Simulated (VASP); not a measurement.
# KBr (P6_3/mmc) in VASP: further runs, part 2 of 2

VASP 6.6.1. Earlier steps stand in the parts before.

## 4. Single point, r2SCAN

File POSCAR:

```
KBr
1.0
    4.5592982261      0.0000000000      0.0000000000
   -2.2796491130      3.9484680873      0.0000000000
    0.0000000000      0.0000000000      8.0200646050
K Br
2 2
Direct
    0.0000000000      0.0000000000      0.0000000000
    0.0000000000      0.0000000000      0.5000000000
    0.3333333333      0.6666666667      0.2500000000
    0.6666666667      0.3333333333      0.7500000000
```

File INCAR.step1:

```
ALGO     = Normal         # electronic algorithm
EDIFF    = 1E-4           # SCF threshold, eV
ENCUT    = 520            # plane-wave cutoff, eV
GGA      = PE             # functional
ISMEAR   = 0              # smearing method
LASPH    = T              # aspherical terms in the spheres
LCHARG   = F              # write CHGCAR
LREAL    = F              # projectors in reciprocal space
LWAVE    = T              # write WAVECAR
NBANDS   = 24             # bands
NELM     = 60             # most SCF steps
PREC     = Accurate       # precision mode
SIGMA    = 0.01           # smearing width, eV
```

File INCAR.step2:

```
ALGO     = Normal         # electronic algorithm
EDIFF    = 1E-7           # SCF threshold, eV
ENCUT    = 520            # plane-wave cutoff, eV
ISIF     = 2              # what is computed and relaxed
ISMEAR   = 0              # smearing method
ISTART   = 1            
LASPH    = T              # aspherical terms in the spheres
LCHARG   = T              # write CHGCAR
LELF     = T              # ELF
LMIXTAU  = T            
LREAL    = F              # projectors in reciprocal space
LVHAR    = T            
LWAVE    = F              # write WAVECAR
METAGGA  = R2SCAN         # meta-GGA
NBANDS   = 24             # bands
NELM     = 60             # most SCF steps
PREC     = Accurate       # precision mode
SIGMA    = 0.01           # smearing width, eV
```

File KPOINTS:

```
k-points
0
Gamma
  6 6 4
```

Potentials or basis: VASP PAW PBE potentials, release 64 (K_sv, Br).

Run with:

```sh
cat potpaw_PBE.64/K_sv/POTCAR potpaw_PBE.64/Br/POTCAR > POTCAR
cp INCAR.step1 INCAR
mpirun -np 1 vasp_std > vasp.out
cp INCAR.step2 INCAR
mpirun -np 1 vasp_std > vasp.out
```

OUTCAR:

```text
EDIFF = 1E-7
   ENCUT = 520
   ISIF = 2
   ISMEAR = 0
   ISTART = 1
   LASPH = T
   LREAL = F
   METAGGA = R2SCAN
   NELM = 60
   PREC = Accurate

 ion  position               nearest neighbor table
   1  0.000  0.000  0.000-
   2  0.000  0.000  0.500-
   3  0.333  0.667  0.250-
   4  0.667  0.333  0.750-

  LATTYP: Found a hexagonal cell.
[... 761 lines left out ...]

  FORCE on cell =-STRESS in cart. coord.  units (eV):
  Direction    XX          YY          ZZ          XY          YZ          ZX
  --------------------------------------------------------------------------------------
  -------------------------------------------------------------------------------------
  Total        0.0298224      0.0298224      0.0081066      0.0000000      0.0000000      0.0000000
  in kB        0.3309391      0.3309391      0.0899585      0.0000000      0.0000000      0.0000000
  external PRESSURE =       0.2506122 kB  Pullay stress =       0.0000000 kB

 VOLUME and BASIS-vectors are now :
 -----------------------------------------------------------------------------
  energy-cutoff  :      520.00
  volume of cell :      144.38
      direct lattice vectors                 reciprocal lattice vectors
     4.559298226  0.000000000  0.000000000     0.219332000  0.126631389  0.000000000
    -2.279649113  3.948468087  0.000000000     0.000000000  0.253262779  0.000000000
     0.000000000  0.000000000  8.020064605     0.000000000  0.000000000  0.124687275

 POSITION                                       TOTAL-FORCE (eV/Angst)
 -----------------------------------------------------------------------------------
      0.00000      0.00000      0.00000         0.000000      0.000000      0.000000
      0.00000      0.00000      4.01003         0.000000      0.000000      0.000000
     -0.00000      2.63231      2.00502        -0.000000      0.000000      0.000000
      2.27965      1.31616      6.01505         0.000000     -0.000000     -0.000000
 -----------------------------------------------------------------------------------
    total drift:                               -0.000000      0.000000     -0.000000

  FREE ENERGIE OF THE ION-ELECTRON SYSTEM (eV)
  ---------------------------------------------------
  free  energy   TOTEN  =       -46.3936056897 eV

  energy  without entropy=      -46.3936056897  energy(sigma->0) =      -46.39360569
```

OUTCAR.step1:

```text
EDIFF = 1E-4
   ENCUT = 520
   GGA = PE
   ISMEAR = 0
[... 793 lines left out ...]
      0.00000      0.00000      0.00000         0.000000      0.000000      0.000000
      0.00000      0.00000      4.01003         0.000000      0.000000      0.000000
     -0.00000      2.63231      2.00502         0.000000      0.000000      0.000000
      2.27965      1.31616      6.01505        -0.000000      0.000000      0.000000
 -----------------------------------------------------------------------------------
    total drift:                               -0.000000      0.000000     -0.000000

  FREE ENERGIE OF THE ION-ELECTRON SYSTEM (eV)
  ---------------------------------------------------
  free  energy   TOTEN  =       -12.3333119588 eV

  energy  without entropy=      -12.3333119588  energy(sigma->0) =      -12.33331196
```

Wall time 4.7 min (1 thread of Intel Xeon Platinum 8259CL at 2.50GHz (Skylake/Cascade Lake), shared host); peak memory 0.32 GiB.

Results:

```
Free energy            : -46.3936 eV
Pressure               : 0.0 GPa
Band gap on the k mesh : 5.00 eV, direct
```

Caveat: the PAW data sets were made with another functional, which shifts forces and pressure a little. r2SCAN opens gaps a little over a GGA but as a rule still falls short of measured ones.

## 5. Single point, LDA

File INCAR:

```
SYSTEM = KBr
PREC = Accurate
ENCUT = 520
EDIFF = 1E-6
ISMEAR = 0
SIGMA = 0.01
LREAL = .False.
LASPH = .True.
NELM = 80
ALGO = Normal
ISIF = 2
LWAVE = .False.
LCHARG = .True.
GGA = CA
LELF = .True.
LVHAR = .True.
NBANDS = 24
```

File KPOINTS:

```
regular mesh
0
Gamma
  12 12 4
  0 0 0
```

POSCAR is that of step 4.

Potentials or basis: VASP PAW LDA potentials, release 64 (K_sv, Br).

Run with:

```sh
cat potpaw_LDA.64/K_sv/POTCAR potpaw_LDA.64/Br/POTCAR > POTCAR
mpirun -np 1 vasp_std > vasp.out
```

It took 89 s on 1 thread of Intel Xeon 6975P-C (Granite Rapids), shared host; peak memory 0.32 GiB.

It converged, with:

```
Free energy            : -13.4920 eV
Pressure               : -1.6 GPa
Band gap on the k mesh : 3.96 eV, direct
```

Stress tensor (GPa, compression positive):
```
-1.56  0.00  0.00
 0.00 -1.56  0.00
 0.00  0.00 -1.70
```

Levels at points of the mesh, in eV from the valence-band top:
```csv
k point,band 12,band 13,band 14,band 15,band 16,band 17,band 18,band 19,band 20,band 21
"(0.00, 0.00, 0.00)",-0.29,-0.29,-0.18,0.00,0.00,3.96,6.23,6.35,7.60,7.60
"(0.50, 0.00, 0.00)",-0.80,-0.60,-0.57,-0.38,-0.28,5.76,6.51,6.64,7.40,8.57
"(0.00, 0.00, 0.50)",-0.84,-0.15,-0.15,-0.15,-0.15,5.20,5.20,6.98,6.98,8.04
"(0.50, 0.00, 0.50)",-1.11,-0.49,-0.49,-0.33,-0.33,6.38,6.38,6.48,6.48,8.74
```

A k mesh can miss the band edges. LDA gaps usually lie below the measured ones, often by a third to a half.

## 6. Overview

```tsv
level	potentials or basis	k mesh	gap on the mesh (eV)	pressure (GPa)
PBE	VASP PAW PBE potentials, release 64 (K_sv, Br)	6 × 6 × 4	4.35	0.7
LDA	VASP PAW LDA potentials, release 64 (K_sv, Br)	6 × 6 × 4	3.96	-1.6
r2SCAN	VASP PAW PBE potentials, release 64 (K_sv, Br)	6 × 6 × 4	5.00	0.0
LDA	VASP PAW LDA potentials, release 64 (K_sv, Br)	12 × 12 × 4	3.96	-1.6
```

Alike in all rows: task single point; no spin polarisation; cell as given; cutoff (eV) 520; smearing gaussian 0.01 eV.

Caveats: the PAW data sets were made with another functional, which shifts forces and pressure a little (some runs).

Total energies depend on the potentials used, so only differences within one code and one set of settings carry meaning.
